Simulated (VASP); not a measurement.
Input of a VASP 6.6.1 run:

The input POSCAR:

```
InGa2As3
1.0
   -2.0086969549      6.0358903309      2.8542756848
    2.0086969549     -6.0358903309      2.8542756848
    2.0086969549      6.0358903309     -2.8542756848
Ga As In
2 3 1
Direct
    0.6695360981      1.0005095567      0.6690265414
    0.3314830153      0.0005095567      0.3309734586
    0.4375258999      0.2626395094      0.1748863905
    0.0877531189      0.2626395094      0.8251136095
    0.7230737424      0.2230737424      0.5000000000
    0.0006281254      0.0006281254      0.0000000000
```

Contents of INCAR.step1:

```
ALGO = Normal ; EDIFF = 1E-4
ENCUT = 520 ; GGA = PE
ISMEAR = -1 ; LASPH = True
LCHARG = False ; LREAL = False
LWAVE = True ; NBANDS = 36
NELM = 60 ; PREC = Accurate
SIGMA = 0.02
```

The input INCAR.step2:

```
ALGO = Normal ; EDIFF = 1E-6
ENCUT = 520 ; ISIF = 2
ISMEAR = -1 ; ISTART = 1
LASPH = True ; LCHARG = True
LELF = True ; LMIXTAU = True
LREAL = False ; LVHAR = True
LWAVE = False ; METAGGA = R2SCAN
NBANDS = 36 ; NELM = 60
PREC = Accurate ; SIGMA = 0.02
```

File KPOINTS:

```
k-points
0
Gamma
  6 6 6
```

Potentials or basis: VASP PAW PBE potentials, release 64 (Ga_d, As, In_d).

The run is started by

```console
$ cat potpaw_PBE.64/Ga_d/POTCAR potpaw_PBE.64/As/POTCAR potpaw_PBE.64/In_d/POTCAR > POTCAR
$ cp INCAR.step1 INCAR
$ mpirun -np 1 vasp_std > vasp.out
$ cp INCAR.step2 INCAR
$ mpirun -np 1 vasp_std > vasp.out
```

Q: Estimate the band gap on the k mesh.

A: 0.93 eV.

Q: Predict the largest force.

A: 0.071 eV/Å.

Q: What does it give for the pressure?

A: 4.8 GPa.

Forces on the atoms (eV/Å):
```
Ga   0.000 -0.002 -0.035
Ga   0.000  0.002 -0.035
As   0.000  0.009  0.038
As   0.000 -0.009  0.038
As   0.000  0.000 -0.071
In   0.000  0.000  0.066
```

Caveat: the cell stands under pressure; the PAW data sets were made with another functional, which shifts forces and pressure a little; spin-orbit coupling is left out, which moves the levels of the heavy elements. A k mesh can miss the band edges.
